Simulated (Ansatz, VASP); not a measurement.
One calculation of SrTiO3, two programs

The input POSCAR:

```
SrTiO3
1.0
    3.9364041151      0.0000000000      0.0000000000
    0.0000000000      3.9364041151      0.0000000000
    0.0000000000      0.0000000000      3.9364041151
Sr Ti O
1 1 3
Direct
    0.5000000000      0.5000000000      0.5000000000
    0.0000000000      0.0000000000      0.0000000000
    0.5000000000      0.0000000000      0.0000000000
    0.0000000000      0.5000000000      0.0000000000
    0.0000000000      0.0000000000      0.5000000000
```

INCAR.step1

```
SYSTEM = SrTiO3
ALGO     = Normal         ! electronic algorithm
EDIFF    = 1E-5           ! SCF threshold, eV
ENCUT    = 520            ! plane-wave cutoff, eV
GGA      = PE             ! functional
ISIF     = 2              ! what is computed and relaxed
ISMEAR   = 0              ! smearing method
LASPH    = .True.         ! aspherical terms in the spheres
LREAL    = .False.        ! projectors in reciprocal space
LWAVE    = .True.         ! write WAVECAR
NBANDS   = 28             ! bands
NELM     = 100            ! most SCF steps
PREC     = Accurate       ! precision mode
SIGMA    = 0.01           ! smearing width, eV
```

The input INCAR.step2:

```
SYSTEM = SrTiO3
ALGO     = Normal         ! electronic algorithm
EDIFF    = 1E-6           ! SCF threshold, eV
ENCUT    = 520            ! plane-wave cutoff, eV
GGA      = PE             ! functional
HFSCREEN = 0.2079         ! screening, 1/A
ISIF     = 2              ! what is computed and relaxed
ISMEAR   = 0              ! smearing method
ISTART   = 1            
LASPH    = .True.         ! aspherical terms in the spheres
LCHARG   = .True.         ! write CHGCAR
LELF     = .True.         ! ELF
LHFCALC  = .True.         ! exact exchange
LREAL    = .False.        ! projectors in reciprocal space
LVHAR    = .True.       
LWAVE    = .False.        ! write WAVECAR
NBANDS   = 28             ! bands
NELM     = 100            ! most SCF steps
PREC     = Accurate       ! precision mode
PRECFOCK = Fast         
SIGMA    = 0.01           ! smearing width, eV
```

File KPOINTS:

```
k-points
0
Gamma
  4 4 4
  0 0 0
```

Input for Ansatz:

```yaml
crystal:
  lattice:
    - [3.9364041151, 0.0, 0.0]
    - [0.0, 3.9364041151, 0.0]
    - [0.0, 0.0, 3.9364041151]
  atoms:
    - { symbol: Sr, position: [0.5, 0.5, 0.5] }
    - { symbol: Ti, position: [0.0, 0.0, 0.0] }
    - { symbol: O, position: [0.5, 0.0, 0.0] }
    - { symbol: O, position: [0.0, 0.5, 0.0] }
    - { symbol: O, position: [0.0, 0.0, 0.5] }
basis:
  ecutwfc: 420
kpoints:
  mp_grid: { grid: [4, 4, 4] }
  band_path:
    path: [[0.0, 0.0, 0.0], [0.0, 0.5, 0.0], [0.5, 0.5, 0.0], [0.5, 0.5, 0.5]]
    npoints: 1
hamiltonian:
  xc: hse06
scf:
  occupations: { method: fixed }
  n_extra_bands: 5
output:
  eigenvalues: true
```

Alike in both runs: task single point; functional HSE06; k mesh 4 × 4 × 4; no spin polarisation.

|  | VASP | Ansatz |
| --- | --- | --- |
| version | VASP 6.6.1 | Ansatz 0.2.0 |
| potentials or method | VASP PAW PBE potentials, release 64 (Sr_sv, Ti_sv, O), cutoff 520 eV | scalar-relativistic, plane waves, PAW |
| occupations | gaussian, width 0.01 eV | fixed |
| valence electrons in the cell | 40 | 40 |

```tsv
	VASP	Ansatz	Ansatz less VASP
gap on the k mesh at the Fermi level (eV)	3.23	3.26	+0.036
least direct gap on the mesh (eV)	3.62	3.65	+0.031
```
